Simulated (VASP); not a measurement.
# CsAs2 (P4/nmm) in VASP: a series of runs

The runs below take CsAs2 through single point, with PBE.

Everything below comes from runs of VASP 6.6.1. Logs are shortened: lines on timing, memory, paths and dates and some standing lists are left out, and cuts for length are marked.

### 1 The cell of the first run

Symmetry: P4/nmm, No. 129, tetragonal system. Conventional cell: a = 4.345 Å, b = 4.345 Å, c = 9.119 Å, α = 90.00°, β = 90.00°, γ = 90.00°. Cs (site symmetry 4mm) has 9 As at 3.16 to 3.35 Å and 4 Cs at 4.35 Å within 4.4 Å. As (site symmetry -4m2) has 8 As at 3.07 to 3.94 Å and 4 Cs at 3.35 Å within 4.0 Å. As (site symmetry 4mm) has 5 Cs at 3.16 to 3.28 Å and 12 As at 3.94 to 4.35 Å within 4.4 Å.

### 2 Single point, PBE

Input file INCAR:

```
SYSTEM = CsAs2
  PREC = Accurate
  ENCUT = 520
  EDIFF = 1E-6
  ISMEAR = 0
  SIGMA = 0.1
  LREAL = .False.
  LASPH = .True.
  NELM = 100
  ALGO = Normal
  ISIF = 2
  LWAVE = .False.
  LCHARG = .False.
  GGA = PE
  NBANDS = 28
```

Input file KPOINTS:

```
regular mesh
0
Gamma
  4 4 2
  0 0 0
```

Input file POSCAR:

```
CsAs2
1.0
    4.3450466606      0.0000000000      0.0000000000
    0.0000000000      4.3450466606      0.0000000000
    0.0000000000      0.0000000000      9.1186429551
Cs As
2 4
Direct
    0.5000000000      0.0000000000      0.2800000000
    0.0000000000      0.5000000000      0.7200000000
    0.0000000000      0.0000000000      0.0000000000
    0.5000000000      0.5000000000      0.0000000000
    0.5000000000      0.0000000000      0.6400000000
    0.0000000000      0.5000000000      0.3600000000
```

Potentials or basis: VASP PAW PBE potentials, release 64 (Cs_sv, As).

Started as:

```bash
$ cat potpaw_PBE.64/Cs_sv/POTCAR potpaw_PBE.64/As/POTCAR > POTCAR
$ mpirun -np 1 vasp_std > vasp.out
```

OUTCAR:

```text
SYSTEM = CsAs2
   PREC = Accurate
   ENCUT = 520
   EDIFF = 1E-6
   ISMEAR = 0
   LREAL = .False.
   LASPH = .True.
   NELM = 100
   ISIF = 2
   GGA = PE

 ion  position               nearest neighbor table
   1  0.500  0.000  0.280-
   2  0.000  0.500  0.720-
   3  0.000  0.000  0.000-
   4  0.500  0.500  0.000-
   5  0.500  0.000  0.640-
   6  0.000  0.500  0.360-

  LATTYP: Found a simple tetragonal cell.
 ALAT       =     4.3450466606
 C/A-ratio  =     2.0986294665

  Lattice vectors:

 A1 = (   4.3450466606,   0.0000000000,   0.0000000000)
 A2 = (   0.0000000000,   4.3450466606,   0.0000000000)
 A3 = (   0.0000000000,   0.0000000000,   9.1186429551)

Analysis of symmetry for initial positions (statically):
=====================================================================
 Subroutine PRICEL returns:
 Original cell was already a primitive cell.

 Routine SETGRP: Setting up the symmetry group for a
 simple tetragonal supercell.

 Subroutine GETGRP returns: Found 16 space group operations
 (whereof  8 operations were pure point group operations)
 out of a pool of 16 trial point group operations.

The static configuration has the point symmetry D_2d.
 The point group associated with its full space group is D_4h.

Analysis of symmetry for dynamics (positions and initial velocities):
=====================================================================
 Subroutine PRICEL returns:
 Original cell was already a primitive cell.

 Routine SETGRP: Setting up the symmetry group for a
 simple tetragonal supercell.

 Subroutine GETGRP returns: Found 16 space group operations
 (whereof  8 operations were pure point group operations)
 out of a pool of 16 trial point group operations.

The dynamic configuration has the point symmetry D_2d.
 The point group associated with its full space group is D_4h.

 Subroutine INISYM returns: Found 16 space group operations
 (whereof  8 operations are pure point group operations),
 and found     1 'primitive' translations

----------------------------------------------------------------------------------------

                                     Primitive cell

  volume of cell :     172.1548

  direct lattice vectors                    reciprocal lattice vectors
     4.345046661  0.000000000  0.000000000     0.230147126  0.000000000  0.000000000
     0.000000000  4.345046661  0.000000000     0.000000000  0.230147126  0.000000000
     0.000000000  0.000000000  9.118642955     0.000000000  0.000000000  0.109665441

  length of vectors
     4.345046661  4.345046661  9.118642955     0.230147126  0.230147126  0.109665441

  position of ions in fractional coordinates (direct lattice)
     0.500000000  0.000000000  0.280000000
     0.000000000  0.500000000  0.720000000
     0.000000000  0.000000000  0.000000000
     0.500000000  0.500000000  0.000000000
     0.500000000  0.000000000  0.640000000
     0.000000000  0.500000000  0.360000000

  ion indices of the primitive-cell ions
   primitive index   ion index
                 1           1
                 2           2
                 3           3
                 4           4
                 5           5
                 6           6

----------------------------------------------------------------------------------------

 KPOINTS: regular mesh

Automatic generation of k-mesh.
 Grid dimensions read from file:
 generate k-points for:    4    4    2

 Generating k-lattice:

  Cartesian coordinates                     Fractional coordinates (reciprocal lattice)
     0.057536781  0.000000000  0.000000000     0.250000000  0.000000000  0.000000000
     0.000000000  0.057536781  0.000000000     0.000000000  0.250000000  0.000000000
     0.000000000  0.000000000  0.054832720     0.000000000  0.000000000  0.500000000

  Length of vectors
     0.057536781  0.057536781  0.054832720

  Shift w.r.t. Gamma in fractional coordinates (k-lattice)
     0.000000000  0.000000000  0.000000000

 Subroutine IBZKPT returns following result:
 ===========================================

 Found     12 irreducible k-points:

 Following reciprocal coordinates:
            Coordinates               Weight
  0.000000  0.000000  0.000000      1.000000
  0.250000  0.000000  0.000000      4.000000
  0.500000  0.000000  0.000000      2.000000
  0.250000  0.250000  0.000000      4.000000
  0.500000  0.250000  0.000000      4.000000
  0.500000  0.500000  0.000000      1.000000
  0.000000  0.000000  0.500000      1.000000
  0.250000  0.000000  0.500000      4.000000
  0.500000  0.000000  0.500000      2.000000
  0.250000  0.250000  0.500000      4.000000
  0.500000  0.250000  0.500000      4.000000
  0.500000  0.500000  0.500000      1.000000
   k-points           NKPTS =     12   k-points in BZ     NKDIM =     12   number of bands    NBANDS=     28
   number of dos      NEDOS =    301   number of ions     NIONS =      6
   total plane-waves  NPLWV =  71680
   dimension x,y,z NGX =    32 NGY =   32 NGZ =   70
   dimension x,y,z NGXF=    64 NGYF=   64 NGZF=  140
   ions per type =               2   4
   NGX,Y,Z   is equivalent  to a cutoff of  12.24, 12.24, 12.76 a.u.
   NGXF,Y,Z  is equivalent  to a cutoff of  24.49, 24.49, 25.52 a.u.
 SYSTEM =  CsAs2
   PREC   = accura    normal or accurate (medium, high low for compatibility)
   ISTART =      0    job   : 0-new  1-cont  2-samecut
   ICHARG =      2    charge: 1-file 2-atom 10-const
   ISPIN  =      1    spin polarized calculation?
   LNONCOLLINEAR =      F non collinear calculations
   LSORBIT =      F    spin-orbit coupling
   LASPH  =      T    aspherical Exc in radial PAW
   ENCUT  =  520.0 eV  38.22 Ry    6.18 a.u.   8.08  8.08 16.95*2*pi/ulx,y,z
   NELM   =    100;   NELMIN=  2; NELMDL= -5     # of ELM steps
   EDIFF  = 0.1E-05   stopping-criterion for ELM
   LREAL  =      F    real-space projection
   EDIFFG = 0.1E-04   stopping-criterion for IOM
   NSW    =      0    number of steps for IOM
   IBRION =     -1    ionic relax: 0-MD 1-quasi-New 2-CG
   NFREE  =      0    steps in history (QN), initial steepest desc. (CG)
   ISIF   =      2    stress and relaxation
   ISYM   =      2    0-nonsym 1-usesym 2-fastsym
   POTIM  = 0.5000    time-step for ionic-motion
   TEBEG  =    0.0;   TEEND  =   0.0 temperature during run
   PSTRESS=    0.0 pullay stress
   NELECT =      38.0000    total number of electrons
   NUPDOWN=      -1.0000    fix difference up-down
   EMIN   =  10.00;   EMAX   =-10.00  energy-range for DOS
   EFERMI =   0.00;   METHOD = LEGACY
   ISMEAR =     0;   SIGMA  =   0.10  broadening in eV -4-tet -1-fermi 0-gaus
   EFERMI_NEDOS =   21; number of points for ismear=-14 and -15
   IALGO  =     38    algorithm
   IMIX   =      4    mixing-type and parameters
     AMIX     =   0.40;   BMIX     =  1.00
     AMIX_MAG =   1.60;   BMIX_MAG =  1.00
  volume/ion in A,a.u.               =      28.69       193.63
  Fermi-wavevector in a.u.,A,eV,Ry     =   0.989380  1.869657 13.318365  0.978872
  Thomas-Fermi vector in A             =   2.120974
   LORBIT       =      0    0 simple, 1 ext, 2 COOP (PROOUT), +10 PAW based schemes
   GGA     = PE    functional components
   LHFCALC =     F    Hartree Fock is set to
   AEXX    =    0.0000 exact exchange contribution
   IVDW    =     0    specifies the selected vdW correction
   LEPSILON=     F    determine dielectric tensor
   LRPA    =     F    only Hartree local field effects (RPA)
 non-spin polarized calculation
 Gauss-broadening in eV      SIGMA  =   0.10
  energy-cutoff  :      520.00
  volume of cell :      172.15
 maximum number of plane-waves:      4720
   NGX = 17   NGY = 17   NGZ = 33

 number of electron      38.0000006 magnetization

 Free energy of the ion-electron system (eV)
  ---------------------------------------------------
  ext. energy  EPLUGINS =         0.00000000
  ---------------------------------------------------
  free energy    TOTEN  =       -14.63215657 eV

  energy without entropy =      -14.57140619  energy(sigma->0) =      -14.60178138

 E-fermi :   2.8854     XC(G=0):  -9.4301

 val. band max:        2.8539761204   @ k =   0.5000   0.0000   0.5000
 cond. band min:       2.9005213199   @ k =   0.2500   0.0000   0.0000
 fundamental gap:      0.0465451995
 Fermi energy:         2.8854080780

 k-point     1 :       0.0000    0.0000    0.0000
  band No.  band energies     occupation
      1     -17.9607      2.00000
      2     -17.9155      2.00000
      3      -8.7568      2.00000
      4      -7.3793      2.00000
      5      -6.6375      2.00000
      6      -5.1073      2.00000
[... 20 lines left out ...]
     27       7.6858      0.00000
     28       8.6643      0.00000

 k-point     2 :       0.2500    0.0000    0.0000
  band No.  band energies     occupation
      1     -17.9175      2.00000
      2     -17.8852      2.00000
      3      -8.4035      2.00000
      4      -7.6484      2.00000
      5      -7.3256      2.00000
      6      -5.9193      2.00000
[... 20 lines left out ...]
     27       7.9523      0.00000
     28       8.9731      0.00000

 k-point     3 :       0.5000    0.0000    0.0000
  band No.  band energies     occupation
      1     -17.8637      2.00000
      2     -17.8637      2.00000
      3      -7.9350      2.00000
      4      -7.9350      2.00000
      5      -7.2551      2.00000
      6      -7.2551      2.00000
[... 20 lines left out ...]
     27       9.7849      0.00000
     28       9.7849      0.00000

 k-point     4 :       0.2500    0.2500    0.0000
  band No.  band energies     occupation
      1     -17.8795      2.00000
      2     -17.8564      2.00000
      3      -8.1064      2.00000
      4      -7.5585      2.00000
      5      -7.3000      2.00000
      6      -6.4327      2.00000
[... 20 lines left out ...]
     27       8.9588      0.00000
     28       8.9729      0.00000

 k-point     5 :       0.5000    0.2500    0.0000
  band No.  band energies     occupation
      1     -17.8340      2.00000
      2     -17.8340      2.00000
      3      -7.6211      2.00000
      4      -7.6211      2.00000
      5      -7.0872      2.00000
      6      -7.0872      2.00000
[... 20 lines left out ...]
     27       9.7457      0.00000
     28       9.7457      0.00000

 k-point     6 :       0.5000    0.5000    0.0000
  band No.  band energies     occupation
      1     -17.8038      2.00000
      2     -17.8038      2.00000
      3      -7.1547      2.00000
      4      -7.1547      2.00000
      5      -6.8960      2.00000
      6      -6.8960      2.00000
[... 20 lines left out ...]
     27       9.9389      0.00000
     28       9.9389      0.00000

 k-point     7 :       0.0000    0.0000    0.5000
  band No.  band energies     occupation
      1     -17.9504      2.00000
      2     -17.9260      2.00000
      3      -8.7360      2.00000
      4      -7.4406      2.00000
      5      -6.6155      2.00000
      6      -5.0368      2.00000
[... 20 lines left out ...]
     27       7.9298      0.00000
     28       8.4091      0.00000

 k-point     8 :       0.2500    0.0000    0.5000
  band No.  band energies     occupation
      1     -17.9101      2.00000
      2     -17.8926      2.00000
      3      -8.4364      2.00000
      4      -7.6885      2.00000
      5      -7.1684      2.00000
      6      -5.8651      2.00000
[... 20 lines left out ...]
     27       8.0308      0.00000
     28       8.8547      0.00000

 k-point     9 :       0.5000    0.0000    0.5000
  band No.  band energies     occupation
      1     -17.8637      2.00000
      2     -17.8637      2.00000
      3      -8.0452      2.00000
      4      -8.0452      2.00000
      5      -7.0136      2.00000
      6      -7.0136      2.00000
[... 20 lines left out ...]
     27       8.9496      0.00000
     28       8.9496      0.00000

 k-point    10 :       0.2500    0.2500    0.5000
  band No.  band energies     occupation
      1     -17.8743      2.00000
      2     -17.8617      2.00000
      3      -8.1759      2.00000
      4      -7.5929      2.00000
      5      -7.0873      2.00000
      6      -6.4126      2.00000
[... 20 lines left out ...]
     27       8.5759      0.00000
     28       8.6596      0.00000

 k-point    11 :       0.5000    0.2500    0.5000
  band No.  band energies     occupation
      1     -17.8340      2.00000
      2     -17.8340      2.00000
      3      -7.7201      2.00000
      4      -7.7201      2.00000
      5      -6.8952      2.00000
      6      -6.8952      2.00000
[... 20 lines left out ...]
     27       9.2982      0.00000
     28       9.2982      0.00000

 k-point    12 :       0.5000    0.5000    0.5000
  band No.  band energies     occupation
      1     -17.8037      2.00000
      2     -17.8037      2.00000
      3      -7.1373      2.00000
      4      -7.1373      2.00000
      5      -6.9137      2.00000
      6      -6.9137      2.00000
[... 20 lines left out ...]
     27       9.4799      0.00000
     28       9.4815      0.00000

------------------------ aborting loop because EDIFF is reached ----------------------------------------

  FORCE on cell =-STRESS in cart. coord.  units (eV):
  Direction    XX          YY          ZZ          XY          YZ          ZX
  --------------------------------------------------------------------------------------
  -------------------------------------------------------------------------------------
  Total        4.4552926      4.4552926      5.4866541      0.0000000      0.0000000     -0.0000000
  in kB       41.4636672     41.4636672     51.0621456      0.0000000      0.0000000     -0.0000000
  external PRESSURE =      44.6631600 kB  Pullay stress =       0.0000000 kB

 VOLUME and BASIS-vectors are now :
 -----------------------------------------------------------------------------
  energy-cutoff  :      520.00
  volume of cell :      172.15
      direct lattice vectors                 reciprocal lattice vectors
     4.345046661  0.000000000  0.000000000     0.230147126  0.000000000  0.000000000
     0.000000000  4.345046661  0.000000000     0.000000000  0.230147126  0.000000000
     0.000000000  0.000000000  9.118642955     0.000000000  0.000000000  0.109665441

 POSITION                                       TOTAL-FORCE (eV/Angst)
 -----------------------------------------------------------------------------------
      2.17252      0.00000      2.55322         0.000000     -0.000000      0.322917
      0.00000      2.17252      6.56542        -0.000000      0.000000     -0.322917
      0.00000      0.00000      0.00000         0.000000     -0.000000      0.000000
      2.17252      2.17252      0.00000         0.000000      0.000000      0.000000
      2.17252      0.00000      5.83593         0.000000      0.000000     -0.240553
      0.00000      2.17252      3.28271         0.000000     -0.000000      0.240553
 -----------------------------------------------------------------------------------
    total drift:                                0.000000     -0.000000      0.000000

  FREE ENERGIE OF THE ION-ELECTRON SYSTEM (eV)
  ---------------------------------------------------
  free  energy   TOTEN  =       -14.6321565675 eV

  energy  without entropy=      -14.5714061852  energy(sigma->0) =      -14.60178138
```

It took 58 s on 1 thread of Intel Xeon Platinum 8259CL at 2.50GHz (Skylake/Cascade Lake), shared host; peak memory 0.26 GiB.

Results:

```yaml
Free_energy: -14.6322 eV
Pressure: 4.5 GPa
Largest_force: 0.323 eV/Å
Band_gap_on_the_k_mesh: zero (bands 19 and 20 overlap by 0.69 eV)
```

Forces on the atoms (eV/Å):
```
Cs   0.000  0.000  0.323
Cs   0.000  0.000 -0.323
As   0.000  0.000  0.000
As   0.000  0.000  0.000
As   0.000  0.000 -0.241
As   0.000  0.000  0.241
```

Stress tensor (GPa, compression positive):
```
4.15 0.00 0.00
0.00 4.15 0.00
0.00 0.00 5.11
```

Caveat: the k points lie up to 0.36 Å⁻¹ apart, too coarse for converged energies and pressures of a metal; spin-orbit coupling is left out, which moves the levels of the heavy elements.

### 3 Single point, PBE

This run uses another cell than the first one, of 31.07 Å³/atom.

Input file INCAR:

```
  PREC = Accurate
  ENCUT = 520
  EDIFF = 1E-7
  ISMEAR = 0
  SIGMA = 0.1
  LREAL = False
  LASPH = True
  NELM = 100
  ALGO = Normal
  ISIF = 2
  LWAVE = False
  LCHARG = False
  GGA = PE
  NBANDS = 28
```

Input file KPOINTS:

```
regular mesh
0
Gamma
  4 4 2
```

Input file POSCAR:

```
CsAs2
1.0
    3.8025368814      0.0000000000      0.0000000000
    0.0000000000      3.8025368814      0.0000000000
    0.0000000000      0.0000000000     12.8912434291
Cs As
2 4
Direct
    0.5000000000      0.0000000000      0.2537956696
    0.0000000000      0.5000000000      0.7462043304
    0.0000000000      0.0000000000      0.0000000000
    0.5000000000      0.5000000000      0.0000000000
    0.5000000000      0.0000000000      0.5298146950
    0.0000000000      0.5000000000      0.4701853050
```

Potentials or basis: VASP PAW PBE potentials, release 64 (Cs_sv, As).

Started as:

```bash
$ cat potpaw_PBE.64/Cs_sv/POTCAR potpaw_PBE.64/As/POTCAR > POTCAR
$ mpirun -np 1 vasp_std > vasp.out
```

It took 67 s on 1 thread of Intel Xeon Platinum 8259CL at 2.50GHz (Skylake/Cascade Lake), shared host; peak memory 0.26 GiB.

It converged, with:

```
Free energy            : -21.1969 eV
Pressure               : 0.1 GPa
Largest force          : 0.027 eV/Å
Band gap on the k mesh : zero (bands 19 and 20 overlap by 1.38 eV)
```

Forces in eV/Å, atoms in the order of the input:
```
Cs   0.000  0.000 -0.002
Cs   0.000  0.000  0.002
As   0.000  0.000  0.000
As   0.000  0.000  0.000
As   0.000  0.000  0.027
As   0.000  0.000 -0.027
```

Levels at points of the mesh, in eV from the Fermi level:
```tsv
k point	band 17	band 18	band 19	band 20	band 21	band 22
(0.00, 0.00, 0.00)	-2.31	-2.07	-0.63	1.22	1.30	1.99
(0.50, 0.00, 0.00)	-0.09	-0.09	0.08	0.08	0.78	0.78
(0.50, 0.50, 0.00)	-1.24	-1.24	-0.98	-0.98	1.49	1.49
(0.00, 0.00, 0.50)	-2.31	-2.31	-0.50	0.99	1.28	2.19
(0.50, 0.00, 0.50)	-0.09	-0.09	0.08	0.08	0.77	0.77
(0.50, 0.50, 0.50)	-1.21	-1.21	-0.93	-0.93	1.33	1.33
```

Caveat: the k points lie up to 0.41 Å⁻¹ apart, too coarse for converged energies and pressures of a metal; spin-orbit coupling is left out, which moves the levels of the heavy elements.

The gap in the log of VASP goes by the Fermi energy; the results here count the filled bands.